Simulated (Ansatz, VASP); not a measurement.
**NiN2: VASP beside Ansatz**

```
Ni N
1.0
    -1.69649    1.69649    2.19671
     1.69649   -1.69649    2.19671
     1.69649    1.69649   -2.19671
Ni N
1 2
Direct
  0.00000 0.00000 0.00000
  0.75000 0.25000 0.50000
  0.25000 0.75000 0.50000
```

Alike in both runs: task relaxation of cell and atoms; functional PBE; k mesh 20 × 20 × 20; occupations gaussian, width 0.1 eV; no spin polarisation.

|  | VASP | Ansatz |
| --- | --- | --- |
| version | VASP 6.6.1 | Ansatz 0.2.0 |
| potentials or method | VASP PAW PBE potentials, release 64 (Ni, N), cutoff 600 eV | scalar-relativistic, plane waves, PAW |
| valence electrons in the cell | 20 | 28 |

|  | VASP | Ansatz | Ansatz less VASP |
| --- | --- | --- | --- |
| gap on the k mesh at the Fermi level, each at its own relaxed structure (eV) | none | none | - |
| relaxed volume (Å³/atom) | 8.43 | 8.43 | -0.003 |
| relaxed cell length with the largest relative difference (Å) | 3.259 | 3.263 | +0.0033 |

A gap of «none» marks a metal or a gap that the smearing closes. VASP's potentials hold 20 valence electrons a cell and Ansatz's 28, so a difference there can come from the potentials and not from the codes.
